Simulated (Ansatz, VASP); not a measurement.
AgPt3: VASP beside Ansatz

File INCAR:

```
SYSTEM = AgPt3
ALGO = Normal ; EDIFF = 1E-6
ENCUT = 520 ; ISIF = 2
ISMEAR = -1 ; LASPH = .TRUE.
LCHARG = .TRUE. ; LELF = .TRUE.
LREAL = .FALSE. ; LVHAR = .TRUE.
LWAVE = .FALSE. ; NBANDS = 28
NELM = 100 ; PREC = Accurate
SIGMA = 0.08
```

The input KPOINTS:

```
k-points
0
G
  9 9 9
  0 0 0
```

The input POSCAR:

```
AgPt3
1.0
    3.9000000000      0.0000000000      0.0000000000
    0.0000000000      3.9000000000      0.0000000000
    0.0000000000      0.0000000000      3.9000000000
Ag Pt
1 3
Direct
    0.0000000000      0.0000000000      0.0000000000
    0.0000000000      0.5000000000      0.5000000000
    0.5000000000      0.0000000000      0.5000000000
    0.5000000000      0.5000000000      0.0000000000
```

Input for Ansatz:

```yaml
crystal:
  lattice:
    - [3.9, 0.0, 0.0]
    - [0.0, 3.9, 0.0]
    - [0.0, 0.0, 3.9]
  atoms:
    - { symbol: Ag, position: [0.0, 0.0, 0.0] }
    - { symbol: Pt, position: [0.0, 0.5, 0.5] }
    - { symbol: Pt, position: [0.5, 0.0, 0.5] }
    - { symbol: Pt, position: [0.5, 0.5, 0.0] }
kpoints:
  mp_grid: { grid: [9, 9, 9] }
  band_path:
    path:
      - [0.0, 0.0, 0.0]
      - [0.0, 0.5, 0.0]
      - [0.5, 0.5, 0.0]
      - [0.0, 0.0, 0.0]
      - [0.5, 0.5, 0.5]
      - [0.0, 0.5, 0.0]
      - [0.5, 0.5, 0.5]
      - [0.5, 0.5, 0.0]
    npoints: 14
scf:
  occupations: { method: fermi_dirac, width: 0.08 }
hamiltonian:
  xc: lda
  pseudopotentials: { kind: all_electron, lapw: { basis_error: 0.0005 } }
output:
  forces: true
  stress: true
  eigenvalues: true
  populations: true
  dos: { projected: true, de: 0.2, e_range: [-14, 8] }
```

Alike in both runs: task single point; functional LDA; k mesh 9 × 9 × 9; occupations fermi-dirac, width 0.08 eV; no spin polarisation.

|  | VASP | Ansatz |
| --- | --- | --- |
| version | VASP 6.6.1 | Ansatz 0.2.0 |
| potentials or method | VASP PAW LDA potentials, release 64 (Ag, Pt), cutoff 520 eV | all-electron LAPW, scalar-relativistic |

```csv
,VASP,Ansatz,Ansatz less VASP
pressure (GPa),2.9,2.3,-0.54
```

LDA's correlation is that of Perdew and Zunger in VASP and of Perdew and Wang (1992) in Ansatz. Ansatz ran all-electron here, and VASP with PAW potentials.

Spin-orbit coupling is off throughout.
